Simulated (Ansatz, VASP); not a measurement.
## One calculation of GaSb3, two programs

```xyz
8
Lattice="4.4013 0.0000 0.0010 -2.2007 3.8114 -0.0001 0.0027 0.0013 14.7855" Properties=species:S:1:pos:R:3 pbc="T T T"
Ga    0.0006    2.5434    0.9614
Ga    2.2036    1.2745    4.5436
Sb    0.0043    0.0045   14.8005
Sb    0.0030    2.5450    3.6872
Sb    2.2022    1.2670    7.2896
Sb    0.0004   -0.0042    8.7699
Sb    0.0005    2.5406   10.9326
Sb    2.1991    1.2689   12.4624
```

Change from the starting cell: cell x1, atoms moved at random (sigma 0.05 Å) and cell strained at random (1.5 %), then relaxed without symmetry.

Alike in both runs: functional PBE; k mesh 6 × 6 × 2; occupations gaussian, width 0.2 eV; no spin polarisation.

Ansatz relaxed the structure, and its values are those at the end. VASP's run is a single point on that final structure, the one shown.

|  | VASP | Ansatz |
| --- | --- | --- |
| version | VASP 6.6.1 | Ansatz 0.2.0 |
| potentials or method | VASP PAW PBE potentials, release 64 (Ga_d, Sb), cutoff 520 eV | scalar-relativistic, plane waves, PAW |
| valence electrons in the cell | 56 | 116 |

|  | VASP | Ansatz | Ansatz less VASP |
| --- | --- | --- | --- |
| gap on the k mesh at the Fermi level (eV) | none | none | - |
| pressure (GPa) | 0.0 | 0.0 | -0.04 |
| rms of the force components (eV/Å) | 0.010 | 0.003 | -0.0076 |

A gap of «none» marks a metal or a gap that the smearing closes. VASP's potentials hold 56 valence electrons a cell and Ansatz's 116, so a difference there can come from the potentials and not from the codes.

Spin-orbit coupling is off throughout.
